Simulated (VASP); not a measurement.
A run of VASP 6.6.1:

INCAR

```
  PREC = Accurate
  ENCUT = 520
  EDIFF = 1E-6
  ISMEAR = 0
  SIGMA = 0.15
  LREAL = F
  LASPH = T
  NELM = 100
  ALGO = Normal
  ISIF = 2
  LWAVE = F
  LCHARG = F
  GGA = PS
  NBANDS = 10
```

KPOINTS

```
Automatic mesh
0
Gamma
  20 20 20
```

File POSCAR:

```
Os
1.0
    0.0000000000      1.8866500000      1.9741750000
    1.8866500000      0.0000000000      1.9741750000
    1.8866500000      1.8866500000      0.0000000000
Os
1
Direct
    0.0000000000      0.0000000000      0.0000000000
```

Potentials or basis: VASP PAW PBE potentials, release 64 (Os).

Command:

```console
$ cat potpaw_PBE.64/Os/POTCAR > POTCAR
$ mpirun -np 1 vasp_std > vasp.out
```

Hardware: 1 thread of Intel(R) Xeon(R) Platinum 8559C (Emerald Rapids) (shared host).

Problem. How long does it take, and how much memory?

Solution. Wall time 56 s on 1 thread of Intel(R) Xeon(R) Platinum 8559C (Emerald Rapids) (shared host), peak memory 0.21 GiB. Counts: scf iterations 12, k points 641.
